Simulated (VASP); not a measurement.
Set up this calculation in VASP 6.6.1, as the native input.

```
Task                   : single point
Functional             : PBE
Potentials or basis    : VASP PAW PBE potentials, release 64 (Sc_sv, B)
Cutoff                 : 520 eV
k mesh                 : 6 × 6 × 1
Occupations            : gaussian, width 0.1 eV
Spin                   : no spin polarisation
Dipole correction      : yes
Further INCAR settings : ALGO = Normal; EDIFF = 1e-06; NBANDS = 14
```

The structure of ScB lies in POSCAR:

```
ScB
1.0
    3.6368840000      0.0000000000      0.0000000000
    0.0000000000      3.6368840000      0.0000000000
    0.0000000000      0.0000000000     14.0000000000
Sc B
1 1
Direct
    0.0000000000      0.0000000000      0.5000000000
    0.5000000000      0.5000000000      0.5000000000
```

One way to write it, as run:

INCAR

```
PREC = Accurate ; ENCUT = 520
EDIFF = 1E-6 ; ISMEAR = 0
SIGMA = 0.1 ; LREAL = False
LASPH = True ; NELM = 100
ALGO = Normal ; ISIF = 2
LWAVE = False ; LCHARG = False
LDIPOL = True ; IDIPOL = 3
DIPOL = 0.5 0.5 0.500 ; GGA = PE
NBANDS = 14
```

KPOINTS

```
regular mesh
0
Gamma
  6 6 1
```

Potentials or basis: VASP PAW PBE potentials, release 64 (Sc_sv, B).

Launch:

```console
$ cat potpaw_PBE.64/Sc_sv/POTCAR potpaw_PBE.64/B/POTCAR > POTCAR
$ mpirun -np 1 vasp_std > vasp.out
```

Results of the run:

```json
{
 "Band gap on the k mesh": "zero (band 7 reaches -2.04 eV, above the bottom of band 8 at -3.02 eV)"
}
```

Run time: 58 s on 1 thread of Intel Xeon 8259CL (shared host), peak memory 0.27 GiB.
